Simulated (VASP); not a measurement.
Runs of VASP 6.6.1 on BAs. The structure is that of space group F-43m (No. 216), or close to it. The cells are those of the table. 

| task | level | cell | k mesh | smearing | gap on the mesh (eV) | pressure (GPa) |
| --- | --- | --- | --- | --- | --- | --- |
| single point | PBEsol+D3(BJ) | a = 3.369 Å, angles 60.0°, 2 atoms | 10 × 10 × 10 | tetrahedron | 1.07 | -2.1 |
| single point | PBE+D3(BJ) | a = 3.369 Å, angles 60.0°, 2 atoms | 10 × 10 × 10 | gaussian 0.02 eV | 1.17 | (a) |
| relaxation of cell and atoms | PBE+D3(BJ) | relaxed from a = 3.378 Å, angles 60.0°, 2 atoms | 10 × 10 × 10 | gaussian 0.02 eV | 1.17 | 0.0 |
| single point | PBE+D3(BJ) | a = 3.378 Å, angles 60.0°, 2 atoms | 6 × 6 × 6 | gaussian 0.1 eV | (b) | -0.4 |

Alike in all rows: potentials or basis VASP PAW PBE potentials, release 64 (B, As); no spin polarisation; cutoff (eV) 500.

Task: Estimate the missing entries.

Result: (a) 0.7; (b) 1.27.

Caveats: the PAW data sets were made with another functional, which shifts forces and pressure a little (at least some runs).

A k mesh can miss the band edges, and the runs leave out spin-orbit coupling on As.
